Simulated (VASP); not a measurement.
A run of VASP 6.6.1 is set up as follows.

Contents of POSCAR:

```
CaSe
1.0
    4.1316821748      0.0000000000      0.0000000000
   -2.0658410874      3.5781417237      0.0000000000
    0.0000000000      0.0000000000      7.1625032124
Ca Se
2 2
Direct
    0.0000000000      0.0000000000      0.0000000000
    0.0000000000      0.0000000000      0.5000000000
    0.3333333333      0.6666666667      0.2500000000
    0.6666666667      0.3333333333      0.7500000000
```

Contents of INCAR.step1:

```
PREC = Accurate ; ENCUT = 520
ISMEAR = 0 ; SIGMA = 0.01
LREAL = F ; LASPH = T
NELM = 100 ; NBANDS = 24
GGA = PE ; ALGO = Normal
EDIFF = 1E-4 ; LWAVE = T
LCHARG = F
```

The input INCAR.step2:

```
PREC = Accurate ; ENCUT = 520
EDIFF = 1E-6 ; ISMEAR = 0
SIGMA = 0.01 ; LREAL = F
LASPH = T ; NELM = 100
ALGO = Normal ; ISIF = 2
LWAVE = F ; LCHARG = F
METAGGA = R2SCAN ; LMIXTAU = T
NBANDS = 24 ; ISTART = 1
```

The input KPOINTS:

```
Automatic mesh
0
Gamma
  6 6 2
```

Potentials or basis: VASP PAW PBE potentials, release 64 (Ca_sv, Se).

Command:

```bash
$ cat potpaw_PBE.64/Ca_sv/POTCAR potpaw_PBE.64/Se/POTCAR > POTCAR
$ cp INCAR.step1 INCAR
$ mpirun -np 1 vasp_std > vasp.out
$ cp INCAR.step2 INCAR
$ mpirun -np 1 vasp_std > vasp.out
```

Problem. What does it give for the band gap on the k mesh?

Solution. 2.69 eV, indirect (least direct gap 2.93 eV).

Problem. What does it give for the pressure?

Solution. 0.2 GPa.

Stress tensor (GPa, compression positive):
```
0.20 0.00 0.00
0.00 0.20 0.00
0.00 0.00 0.30
```

Caveat: the k points lie up to 0.44 Å⁻¹ apart; the PAW data sets were made with another functional, which shifts forces and pressure a little. A k mesh can miss the band edges.
